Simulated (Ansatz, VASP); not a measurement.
Two plane-wave programs on Na

File POSCAR:

```
Na
1.0
    0.0000000000      2.6498349237      2.6498349237
    2.6498349237      0.0000000000      2.6498349237
    2.6498349237      2.6498349237      0.0000000000
Na
1
Direct
    0.0000000000      0.0000000000      0.0000000000
```

The input INCAR.step1:

```
SYSTEM = Na
ALGO = Normal
EDIFF = 1E-4
ENCUT = 520
GGA = PE
ISMEAR = 0
LASPH = .True.
LCHARG = .False.
LREAL = .False.
LWAVE = .True.
NBANDS = 10
NELM = 60
PREC = Accurate
SIGMA = 0.05
```

Contents of INCAR.step2:

```
SYSTEM = Na
ALGO = Normal
EDIFF = 1E-6
ENCUT = 520
ISIF = 2
ISMEAR = 0
ISTART = 1
LASPH = .True.
LCHARG = .False.
LMIXTAU = .True.
LREAL = .False.
LWAVE = .False.
METAGGA = R2SCAN
NBANDS = 10
NELM = 60
PREC = Accurate
SIGMA = 0.05
```

The input KPOINTS:

```
k-points
0
Gamma
  14 14 14
  0 0 0
```

Input for Ansatz:

```yaml
crystal:
  lattice:
    - [0.0, 2.6498349237, 2.6498349237]
    - [2.6498349237, 0.0, 2.6498349237]
    - [2.6498349237, 2.6498349237, 0.0]
  atoms:
    - { symbol: Na, position: [0.0, 0.0, 0.0] }
basis:
  ecutwfc: 500
  ecutrho_ratio: 4
kpoints:
  mp_grid: { grid: [14, 14, 14] }
hamiltonian:
  xc: r2scan
scf:
  occupations: { method: gaussian, width: 0.05 }
output:
  forces: true
  stress: true
  eigenvalues: true
```

Alike in both runs: task single point; functional r2SCAN; k mesh 14 × 14 × 14; occupations gaussian, width 0.05 eV; no spin polarisation.

```csv
,VASP,Ansatz
version,VASP 6.6.1,Ansatz 0.2.0
potentials or method,"VASP PAW PBE potentials, release 64 (Na_pv), cutoff 520 eV","scalar-relativistic, plane waves, PAW"
valence electrons in the cell,7,9
```

```tsv
	VASP	Ansatz	Ansatz less VASP
gap on the k mesh at the Fermi level (eV)	none	none	-
pressure (GPa)	0.1	0.1	+0.03
```

VASP's potentials were made for PBE, not for r2SCAN. A gap of «none» marks a metal or a gap that the smearing closes. VASP's potentials hold 7 valence electrons a cell and Ansatz's 9, so a difference there can come from the potentials and not from the codes.
